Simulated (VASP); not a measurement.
# In in VASP: further runs, part 2 of 2

VASP 6.6.1. The steps go on from the part before.

## 4. Single point, PBE

This run uses another cell than the first one, of 26.14 Å³/atom, 0.839 times its volume.

INCAR

```
SYSTEM = In
PREC = Accurate ; ENCUT = 520
EDIFF = 1E-7 ; ISMEAR = 0
SIGMA = 0.05 ; LREAL = .False.
LASPH = .True. ; NELM = 80
ALGO = Normal ; ISIF = 2
LWAVE = .False. ; LCHARG = .False.
GGA = PE ; NBANDS = 12
```

KPOINTS

```
regular mesh
0
Gamma
  7 7 8
  0 0 0
```

POSCAR

```
In
1.0
   -1.6429890000      1.5767760000      2.4320890000
    1.6580180000     -1.6317970000      2.4781180000
    1.6519890000      1.6407960000     -2.4682430000
In
1
Direct
   -0.0085280000      0.0031470000     -0.0000280000
```

Potentials or basis: VASP PAW PBE potentials, release 64 (In_d).

The run is started by

```sh
$ cat potpaw_PBE.64/In_d/POTCAR > POTCAR
$ mpirun -np 1 vasp_std > vasp.out
```

OUTCAR:

```text
SYSTEM = In
   PREC = Accurate
   ENCUT = 520
   EDIFF = 1E-7
   ISMEAR = 0
   LREAL = .False.
   LASPH = .True.
   NELM = 80
   ISIF = 2
   GGA = PE

 ion  position               nearest neighbor table
   1  0.991  0.003  1.000-

  LATTYP: Found a triclinic cell.
 ALAT       =     3.3551184093
 B/A-ratio  =     0.9865624874
 C/A-ratio  =     0.9590682975
 COS(alpha) =     0.0054819309
 COS(beta)  =     0.4658238483
 COS(gamma) =     0.5003104833

  Lattice vectors:

 A1 = (   1.6670180000,   1.5857750000,   2.4419640000)
[... 536 lines left out ...]
      5      -6.7979      2.00000
      6       2.1657      2.00000
      7       9.1812      0.00000
      8      11.3207      0.00000
      9      12.2380      0.00000
     10      15.2699      0.00000
     11      18.3809      0.00000
     12      25.2367      0.00000

 [... further k-points ...]
[... 5 lines left out ...]
  --------------------------------------------------------------------------------------
  -------------------------------------------------------------------------------------
  Total       -0.0497702      0.1939747      0.6731425      0.0382689      0.1869602      0.0435011
  in kB       -3.0501076     11.8875031     41.2527254      2.3452619     11.4576317      2.6659118
  external PRESSURE =      16.6967070 kB  Pullay stress =       0.0000000 kB

 VOLUME and BASIS-vectors are now :
 -----------------------------------------------------------------------------
  energy-cutoff  :      520.00
  volume of cell :       26.14
      direct lattice vectors                 reciprocal lattice vectors
    -1.642989000  1.576776000  2.432089000    -0.001469370  0.313125323  0.207170604
     1.658018000 -1.631797000  2.478118000     0.301505382  0.001434839  0.202750642
     1.651989000  1.640796000 -2.468243000     0.301263804  0.309979347  0.002551355

 POSITION                                       TOTAL-FORCE (eV/Angst)
 -----------------------------------------------------------------------------------
      0.02818      3.19894     -0.04903         0.000000      0.000000     -0.000000
 -----------------------------------------------------------------------------------
    total drift:                                0.000011     -0.000006      0.000020

  FREE ENERGIE OF THE ION-ELECTRON SYSTEM (eV)
  ---------------------------------------------------
  free  energy   TOTEN  =        -2.5583525720 eV

  energy  without entropy=       -2.5577983776  energy(sigma->0) =       -2.55807547
```

OSZICAR:

```text
N       E                     dE             d eps       ncg     rms          rms(c)
DAV:   1     0.790417921315E+02    0.79042E+02   -0.62815E+03  4780   0.137E+03
DAV:   2     0.128490901804E+01   -0.77757E+02   -0.75680E+02  4944   0.292E+02
DAV:   3    -0.249969566818E+01   -0.37846E+01   -0.37688E+01  5692   0.647E+01
DAV:   4    -0.258276332111E+01   -0.83068E-01   -0.83044E-01  5984   0.957E+00
DAV:   5    -0.258644306871E+01   -0.36797E-02   -0.36797E-02  6504   0.179E+00    0.231E+00
DAV:   6    -0.256310193596E+01    0.23341E-01   -0.37329E-02  6012   0.396E+00    0.115E+00
DAV:   7    -0.255861090816E+01    0.44910E-02   -0.11770E-02  6248   0.206E+00    0.259E-01
DAV:   8    -0.255834511201E+01    0.26580E-03   -0.93746E-04  6544   0.507E-01    0.330E-02
DAV:   9    -0.255835191388E+01   -0.68019E-05   -0.13181E-05  6604   0.487E-02    0.144E-02
DAV:  10    -0.255835258694E+01   -0.67306E-06   -0.12599E-06  5312   0.120E-02    0.188E-03
DAV:  11    -0.255835257199E+01    0.14956E-07   -0.43945E-08  4112   0.210E-03
   1 F= -.25583526E+01 E0= -.25580755E+01  d E =-.554194E-03
```

Run time: 25 s. Hardware: 1 thread of Intel Xeon 6975P-C (Granite Rapids), shared host; peak memory 0.2 GiB.

Results:

* Free energy: -2.5584 eV
* Pressure: 1.7 GPa

Caveat: spin-orbit coupling is left out, which moves the levels of the heavy elements.

## 5. Single point, PBE

This run uses another cell than the first one, of 26.14 Å³/atom, 0.839 times its volume.

INCAR

```
SYSTEM = In
  PREC = Accurate
  ENCUT = 520
  EDIFF = 1E-6
  ISMEAR = 0
  SIGMA = 0.05
  LREAL = .FALSE.
  LASPH = .TRUE.
  NELM = 100
  ALGO = Normal
  ISIF = 2
  LWAVE = .FALSE.
  LCHARG = .FALSE.
  GGA = PE
  NBANDS = 12
```

KPOINTS

```
regular mesh
0
G
  9 9 10
  0 0 0
```

POSCAR is that of step 4.

Potentials or basis: VASP PAW PBE potentials, release 64 (In_d).

The run is started by

```sh
$ cat potpaw_PBE.64/In_d/POTCAR > POTCAR
$ mpirun -np 1 vasp_std > vasp.out
```

OUTCAR:

```text
SYSTEM = In
   PREC = Accurate
   ENCUT = 520
   EDIFF = 1E-6
   ISMEAR = 0
   LREAL = .FALSE.
   LASPH = .TRUE.
   NELM = 100
   ISIF = 2
   GGA = PE

 ion  position               nearest neighbor table
   1  0.991  0.003  1.000-

  LATTYP: Found a triclinic cell.
 ALAT       =     3.3551184093
 B/A-ratio  =     0.9865624874
 C/A-ratio  =     0.9590682975
 COS(alpha) =     0.0054819309
 COS(beta)  =     0.4658238483
 COS(gamma) =     0.5003104833

  Lattice vectors:

[... 544 lines left out ...]
     12      21.6094      0.00000

 [... further k-points ...]

------------------------ aborting loop because EDIFF is reached ----------------------------------------

  FORCE on cell =-STRESS in cart. coord.  units (eV):
  Direction    XX          YY          ZZ          XY          YZ          ZX
  --------------------------------------------------------------------------------------
  -------------------------------------------------------------------------------------
  Total        0.3399395      0.4280521      0.2726583      0.0348709      0.0259815      0.0799851
  in kB       20.8327797     26.2326536     16.7095338      2.1370180      1.5922458      4.9017878
  external PRESSURE =      21.2583224 kB  Pullay stress =       0.0000000 kB

 VOLUME and BASIS-vectors are now :
 -----------------------------------------------------------------------------
  energy-cutoff  :      520.00
  volume of cell :       26.14
      direct lattice vectors                 reciprocal lattice vectors
    -1.642989000  1.576776000  2.432089000    -0.001469370  0.313125323  0.207170604
     1.658018000 -1.631797000  2.478118000     0.301505382  0.001434839  0.202750642
     1.651989000  1.640796000 -2.468243000     0.301263804  0.309979347  0.002551355

 POSITION                                       TOTAL-FORCE (eV/Angst)
 -----------------------------------------------------------------------------------
      0.02818      3.19894     -0.04903         0.000000     -0.000000      0.000000
 -----------------------------------------------------------------------------------
    total drift:                                0.000011     -0.000006      0.000020

  FREE ENERGIE OF THE ION-ELECTRON SYSTEM (eV)
  ---------------------------------------------------
  free  energy   TOTEN  =        -2.5436016612 eV

  energy  without entropy=       -2.5429248084  energy(sigma->0) =       -2.54326323
```

stdout:

```text
POSCAR found type information on POSCAR In
 POSCAR found :  1 types and       1 ions
 scaLAPACK will be used
 LDA part: xc-table for (Slater+PW92), standard interpolation
 POSCAR, INCAR and KPOINTS ok, starting setup
 FFT: planning ... GRIDC
 FFT: planning ... GRID_SOFT
 FFT: planning ... GRID
 WAVECAR not read
 entering main loop
```

It took 45 s on 1 thread of Intel Xeon 6975P-C (Granite Rapids), shared host; peak memory 0.24 GiB.

Results:

```yaml
Free_energy: -2.5436 eV
Pressure: 2.1 GPa
```

Caveat: spin-orbit coupling is left out, which moves the levels of the heavy elements.

## 6. Single point, PBE

This run uses another cell than the first one, of 26.14 Å³/atom, 0.839 times its volume.

INCAR

```
SYSTEM = In
PREC = Accurate
ENCUT = 520
EDIFF = 1E-6
ISMEAR = 0
SIGMA = 0.05
LREAL = .False.
LASPH = .True.
NELM = 80
ALGO = Fast
ISIF = 2
LWAVE = .False.
LCHARG = .False.
GGA = PE
NBANDS = 12
```

KPOINTS

```
Automatic mesh
0
Gamma
  11 11 13
  0 0 0
```

POSCAR is that of step 5.

Potentials or basis: VASP PAW PBE potentials, release 64 (In_d).

The run is started by

```sh
$ cat potpaw_PBE.64/In_d/POTCAR > POTCAR
$ mpirun -np 1 vasp_std > vasp.out
```

Run time: 2 min. Hardware: 1 thread of Intel Xeon 6975P-C (Granite Rapids), shared host; peak memory 0.35 GiB.

The run converged. Its results:

| Property | Result |
| --- | --- |
| Free energy | -2.5492 eV |
| Pressure | 2.0 GPa |

Stress tensor (GPa, compression positive):
```
 1.74 -0.20  0.04
-0.20  2.66  0.30
 0.04  0.30  1.70
```

Levels at points of the mesh, in eV from the Fermi level:
```
           k point  band 2  band 3  band 4  band 5  band 6  band 7  band 8  band 9  band 10  band 11
(0.00, 0.00, 0.00)  -14.66  -14.62  -14.54  -14.46   -9.58   10.08   10.47   10.87    11.84    13.61
```

Caveat: spin-orbit coupling is left out, which moves the levels of the heavy elements.

## 7. Single point, RPBE+D3(BJ)

This run uses another cell than the first one, of 20.10 Å³/atom, 0.645 times its volume.

INCAR

```
  PREC = Accurate
  ENCUT = 520
  EDIFF = 1E-6
  ISMEAR = -1
  SIGMA = 0.05
  LREAL = F
  LASPH = T
  NELM = 100
  ALGO = Fast
  ISIF = 2
  LWAVE = F
  LCHARG = F
  GGA = RP
  IVDW = 12
  NBANDS = 12
```

KPOINTS

```
Automatic mesh
0
Gamma
  11 11 11
```

POSCAR

```
In
1.0
   -1.5591754294      1.5591754294      2.0675267797
    1.5591754294     -1.5591754294      2.0675267797
    1.5591754294      1.5591754294     -2.0675267797
In
1
Direct
    0.0000000000      0.0000000000      0.0000000000
```

The run is started by

```sh
$ cat potpaw_PBE.64/In_d/POTCAR > POTCAR
$ mpirun -np 1 vasp_std > vasp.out
```

Wall time 14 s (1 thread of Intel Xeon Platinum 8488C (Sapphire Rapids), shared host); peak memory 0.16 GiB.

It converged, with:

```yaml
Free_energy: -4.6066 eV
Pressure: 0.2 GPa
Dispersion_energy_per_atom: -2.914 eV
```

Levels at points of the mesh, in eV from the Fermi level:
| k point | band 2 | band 3 | band 4 | band 5 | band 6 | band 7 | band 8 | band 9 | band 10 | band 11 |
| --- | --- | --- | --- | --- | --- | --- | --- | --- | --- | --- |
| (0.00, 0.00, 0.00) | -15.27 | -15.11 | -14.96 | -14.81 | -11.70 | 11.82 | 12.92 | 12.98 | 12.98 | 16.35 |

Caveat: the PAW data sets were made with another functional, which shifts forces and pressure a little; spin-orbit coupling is left out, which moves the levels of the heavy elements; pairwise dispersion overbinds metals, which lowers pressure and volume.

## 8. Summary

| level | cell | k mesh | smearing | gap on the mesh (eV) | pressure (GPa) |
| --- | --- | --- | --- | --- | --- |
| BLYP | a = 3.623 Å, angles 124.3, 124.3, 82.7°, 1 atom | 11 × 11 × 11 | fermi-dirac 0.05 eV | none | 0.0 |
| RPBE | a = 3.512 Å, angles 123.3, 123.3, 84.3°, 1 atom | 11 × 11 × 11 | fermi-dirac 0.05 eV | none | -0.1 |
| PBE | a = 3.332, b = 3.399, c = 3.393 Å, angles 121.7, 122.8, 86.3°, 1 atom | 7 × 7 × 8 | gaussian 0.05 eV | none | 1.7 |
| PBE | a = 3.332, b = 3.399, c = 3.393 Å, angles 121.7, 122.8, 86.3°, 1 atom | 9 × 9 × 10 | gaussian 0.05 eV | none | 2.1 |
| PBE | a = 3.332, b = 3.399, c = 3.393 Å, angles 121.7, 122.8, 86.3°, 1 atom | 11 × 11 × 13 | gaussian 0.05 eV | none | 2.0 |
| RPBE+D3(BJ) | a = 3.023 Å, angles 117.9, 117.9, 93.7°, 1 atom | 11 × 11 × 11 | fermi-dirac 0.05 eV | none | 0.2 |

Alike in all rows: task single point; potentials or basis VASP PAW PBE potentials, release 64 (In_d); no spin polarisation; cutoff (eV) 520.

Caveats: spin-orbit coupling is left out, which moves the levels of the heavy elements; the PAW data sets were made with another functional, which shifts forces and pressure a little (some runs); pairwise dispersion overbinds metals, which lowers pressure and volume (some runs).

Total energies depend on the potentials used, so only differences within one code and one set of settings carry meaning.
